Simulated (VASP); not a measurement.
Crystal: HfH.

```
Hf H
1.0
     3.38400    0.00000    0.00000
    -1.69200    2.93063    0.00000
     0.00000    0.00000    5.57544
Hf H
2 2
Direct
  0.33333 0.66667 0.75000
  0.66667 0.33333 0.25000
  0.00000 0.00000 0.00000
  0.00000 0.00000 0.50000
```

- Program: VASP 6.6.1
- Task: relaxation of cell and atoms
- Functional: PBE
- Potentials or basis: VASP PAW PBE potentials, release 64 (Hf_pv, H)
- Cutoff: 600 eV
- k mesh: 6 × 6 × 4
- Occupations: gaussian, width 0.1 eV
- Spin: no spin polarisation

At the start: pressure -16.2 GPa; volume 13.82 Å³/atom.

Problem. Where does the relaxation end?

Solution. Over 3 steps the energy falls by 116.6 meV/atom and the volume is 11.79 Å³/atom (-14.7 %); space group P6_3/mmc (No. 194, to 0.05 Å).

The path:
```tsv
step	energy change (eV)	largest force (eV/Å)	pressure (GPa)	volume (Å³)
1	0.0000	0.0000	-16.23	55.29
2	-0.4115	0.0000	7.72	44.83
3	-0.4664	0.0000	0.10	47.16
```

Final structure:
```xyz
4
Lattice="3.2077 0.0000 0.0000 -1.6039 2.7780 0.0000 0.0000 0.0000 5.2920" Properties=species:S:1:pos:R:3 pbc="T T T"
Hf    0.0000    1.8520    3.9690
Hf    1.6039    0.9260    1.3230
H     0.0000    0.0000    0.0000
H     0.0000    0.0000    2.6460
```
